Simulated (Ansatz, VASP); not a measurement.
# Tc: VASP beside Ansatz

```
CELL_PARAMETERS angstrom
2.73936 0.00000 0.00000
-1.36968 2.37235 0.00000
0.00000 0.00000 8.76968
ATOMIC_POSITIONS crystal
Tc 0.66667 0.33333 0.75000
Tc 0.00000 0.00000 0.50000
Tc 0.33333 0.66667 0.25000
Tc 0.00000 0.00000 0.00000
```

Alike in both runs: functional PBE; k mesh 9 × 9 × 3; occupations fermi-dirac, width 0.05 eV; no spin polarisation.

```csv
,VASP,Ansatz
version,VASP 6.6.1,Ansatz 0.2.0
potentials or method,"VASP PAW PBE potentials, release 64 (Tc_pv)",Ansatz PAW earlier set
plane-wave cutoff (eV),520,500
valence electrons in the cell,52,60
task,single point,band structure
```

|  | VASP | Ansatz | Ansatz less VASP |
| --- | --- | --- | --- |
| gap on the k mesh at the Fermi level (eV) | none | none | - |
| pressure (GPa) | 3.6 | 4.3 | +0.68 |
| traceless stress, the component that is largest in VASP (GPa) | -1.80 | -1.77 | +0.023 |

A gap of «none» marks a metal or a gap that the smearing closes. VASP's potentials hold 52 valence electrons a cell and Ansatz's 60, so a difference there can come from the potentials and not from the codes.
